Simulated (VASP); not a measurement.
Write the native input for VASP 6.6.1 that does the following.

```yaml
Task: single point
Functional: PBE
Potentials_or_basis: VASP PAW PBE potentials, release 64 (Zn, Se)
Cutoff: 520 eV
k_mesh: 4 × 4 × 4
Occupations: gaussian, width 0.01 eV
Spin: no spin polarisation
Dipole_correction: no
Further_INCAR_settings: ALGO = Normal; EDIFF = 1e-07; NBANDS = 16
```

The structure of ZnSe lies in POSCAR:

```
ZnSe
1.0
    0.0000000000      2.8324206848      2.7191238574
    2.8324206848      0.0000000000      2.7191238574
    2.8324206848      2.8324206848      0.0000000000
Zn Se
1 1
Direct
    0.0000000000      0.0000000000      0.0000000000
    0.2500000000      0.2500000000      0.2500000000
```

This cell differs from its parent crystal: uniaxial z strain -4.0%.

These files were run (other wordings do the same):

INCAR

```
SYSTEM = ZnSe
ALGO = Normal ; EDIFF = 1E-7
ENCUT = 520 ; GGA = PE
ISIF = 2 ; ISMEAR = 0
LASPH = .True. ; LCHARG = .False.
LREAL = .False. ; LWAVE = .False.
NBANDS = 16 ; NELM = 80
PREC = Accurate ; SIGMA = 0.01
```

KPOINTS

```
k-points
0
Gamma
  4 4 4
  0 0 0
```

Potentials or basis: VASP PAW PBE potentials, release 64 (Zn, Se).

Command:

```console
$ cat potpaw_PBE.64/Zn/POTCAR potpaw_PBE.64/Se/POTCAR > POTCAR
$ mpirun -np 1 vasp_std > vasp.out
```

Results of the run:

| Item | Value |
| --- | --- |
| Pressure | 5.8 GPa |
| Band gap on the k mesh | 1.35 eV, direct |

Caveat: the k points lie up to 0.49 Å⁻¹ apart; the cell differs from its parent crystal (uniaxial z strain -4.0%).

Run time: 7.4 s on 1 thread of AMD EPYC 9R45 96-Core Processor (Zen 5), with other jobs on the host, peak memory 0.13 GiB.
